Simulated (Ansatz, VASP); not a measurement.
# One calculation of W, two programs

```
W
1.0
     0.00000    1.93903    1.99900
     1.93903    0.00000    1.99900
     1.93903    1.93903    0.00000
W
1
Direct
  0.00000 0.00000 0.00000
```

Change from the starting cell: strain -0.030 along x and y, +0.000 along z, atoms carried along.

Alike in both runs: task single point; functional PBEsol; k mesh 26 × 26 × 26; occupations gaussian, width 0.15 eV; no spin polarisation.

|  | VASP | Ansatz |
| --- | --- | --- |
| version | VASP 6.6.1 | Ansatz 0.2.0 |
| potentials or method | VASP PAW PBE potentials, release 64 (W_sv), cutoff 520 eV | scalar-relativistic, plane waves, PAW |
| valence electrons in the cell | 14 | 14 |

Ansatz gave:

| Item | Value |
| --- | --- |
| gap on the k mesh at the Fermi level (eV) | none |
| pressure (GPa) | 20.7 |
| traceless stress, the component that is largest in VASP (GPa) | 5.66 |

**Question.** Estimate VASP's values.

**Answer.** gap on the k mesh at the Fermi level (eV): none; pressure (GPa): 21.7; traceless stress, the component that is largest in VASP (GPa): 5.75.

VASP's potentials were made for PBE, not for PBEsol. A gap of «none» marks a metal or a gap that the smearing closes.

Neither program's run includes spin-orbit coupling.
